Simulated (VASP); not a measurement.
## Ni: single point with PBE

Crystal: Ni.

```
Ni
1.0
    -1.38140    1.38140    1.38140
     1.38140   -1.38140    1.38140
     1.38140    1.38140   -1.38140
Ni
1
Cartesian
  0.0000 0.0000 0.0000
```

This cell differs from its parent crystal: volume scaled by 0.96.

```json
{
  "Program": "VASP 6.6.1",
  "Task": "single point",
  "Functional": "PBE",
  "Potentials or basis": "VASP PAW PBE potentials, release 64 (Ni)",
  "Cutoff": "600 eV",
  "k mesh": "18 × 18 × 18",
  "Occupations": "fermi-dirac, width 0.05 eV",
  "Spin": "collinear spin, ferromagnetic start",
  "Starting moments": "[0.592] μB"
}
```

The pressure is 8.5 GPa. The net moment is 0.55 μB per cell, the site moments are Ni +0.55 μB and the valence electrons inside the program's atomic spheres are Ni 9.37.

Levels at points of the mesh, in eV from the Fermi level:
Spin up:
```csv
k point,band 2,band 3,band 4,band 5,band 6,band 7,band 8,band 9
"(0.00, 0.00, 0.00)",-2.36,-2.36,-2.36,-0.88,-0.88,26.80,26.80,26.80
"(0.50, 0.00, 0.00)",-3.32,-0.96,-0.72,-0.01,0.25,6.74,19.41,20.53
"(0.50, 0.50, 0.50)",-4.34,-0.24,-0.24,-0.24,9.99,9.99,9.99,15.99
```
Spin down:
| k point | band 2 | band 3 | band 4 | band 5 | band 6 | band 7 | band 8 | band 9 |
| --- | --- | --- | --- | --- | --- | --- | --- | --- |
| (0.00, 0.00, 0.00) | -1.69 | -1.69 | -1.69 | -0.40 | -0.40 | 26.70 | 26.70 | 26.70 |
| (0.50, 0.00, 0.00) | -2.71 | -0.41 | -0.23 | 0.22 | 0.75 | 7.09 | 19.35 | 20.63 |
| (0.50, 0.50, 0.50) | -4.03 | 0.51 | 0.51 | 0.51 | 10.03 | 10.03 | 10.03 | 16.10 |

It took 51 s on 1 thread of Intel Xeon 6975P-C (shared host), peak memory 0.18 GiB.
